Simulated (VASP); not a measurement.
HfO2:

```
CELL_PARAMETERS angstrom
0.00000 2.55750 2.55750
2.55750 0.00000 2.55750
2.55750 2.55750 0.00000
ATOMIC_POSITIONS crystal
Hf 0.00000 0.00000 0.00000
O 0.25000 0.25000 0.25000
O 0.75000 0.75000 0.75000
```

```yaml
Program: VASP 6.6.1
Task: relaxation of cell and atoms
Functional: LDA
Potentials_or_basis: VASP PAW LDA potentials, release 64 (Hf_pv, O)
Cutoff: 600 eV
k_mesh: 10 × 10 × 10
Occupations: fermi-dirac, width 0.02 eV
Spin: no spin polarisation
```

At the start: pressure -19.6 GPa; volume 11.15 Å³/atom.

Q: How do energy, volume and symmetry change on relaxing?

A: Over 4 steps the energy falls by 56.4 meV/atom and the volume is 10.30 Å³/atom (-7.7 %); space group Fm-3m (No. 225, to 0.1 Å) before and after.

The path:
```csv
step,energy change (eV),largest force (eV/Å),pressure (GPa),volume (Å³)
1,0.0000,0.0000,-19.58,33.46
2,0.3009,0.0000,46.77,27.28
3,-0.1691,0.0000,-0.81,30.96
4,-0.1693,0.0000,-0.12,30.89
```

Final structure:
```xyz
3
Lattice="0.0000 2.4903 2.4903 2.4903 0.0000 2.4903 2.4903 2.4903 0.0000" Properties=species:S:1:pos:R:3 pbc="T T T"
Hf    4.9806    4.9806    4.9806
O     1.2451    1.2451    1.2451
O     3.7354    3.7354    3.7354
```
